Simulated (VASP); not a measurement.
Wanted: the native input for a VASP 6.6.1 run.

```
Task                   : single point
Functional             : PBE
Potentials or basis    : VASP PAW PBE potentials, release 64 (Sb)
Cutoff                 : 520 eV
k mesh                 : 16 × 16 × 16
Occupations            : gaussian, width 0.15 eV
Spin                   : no spin polarisation
Dipole correction      : no
Further INCAR settings : ALGO = Normal; EDIFF = 1e-06; NBANDS = 8
```

The structure of Sb lies in POSCAR:

```
Sb
1.0
    3.1600000000      0.0000000000      0.0000000000
    0.0000000000      3.2548000000      0.0000000000
    0.0000000000      0.0000000000      3.1600000000
Sb
1
Direct
    0.0000000000      0.0000000000      0.0000000000
```

This cell differs from its parent crystal: strain +0.0300 x Voigt [0, 1, 0, 0, 0, 0].

The input as run:

INCAR

```
SYSTEM = Sb
PREC = Accurate
ENCUT = 520
EDIFF = 1E-6
ISMEAR = 0
SIGMA = 0.15
LREAL = .False.
LASPH = .True.
NELM = 80
ALGO = Normal
ISIF = 2
LWAVE = .False.
LCHARG = .False.
GGA = PE
NBANDS = 8
```

KPOINTS

```
regular mesh
0
Gamma
  16 16 16
  0 0 0
```

Potentials or basis: VASP PAW PBE potentials, release 64 (Sb).

Launch:

```bash
$ cat potpaw_PBE.64/Sb/POTCAR > POTCAR
$ mpirun -np 1 vasp_std > vasp.out
```

Results of the run:

The pressure is -3.6 GPa and the band gap on the k mesh is zero (an odd number of electrons rules out a gap without spin polarisation).

Caveat: the cell differs from its parent crystal (strain +0.0300 x Voigt [0, 1, 0, 0, 0, 0]); the cell stands under tension; spin-orbit coupling is left out, which moves the levels of the heavy elements.

It took 68 s on 1 thread of Intel Xeon 8259CL, on a shared host, peak memory 0.22 GiB.
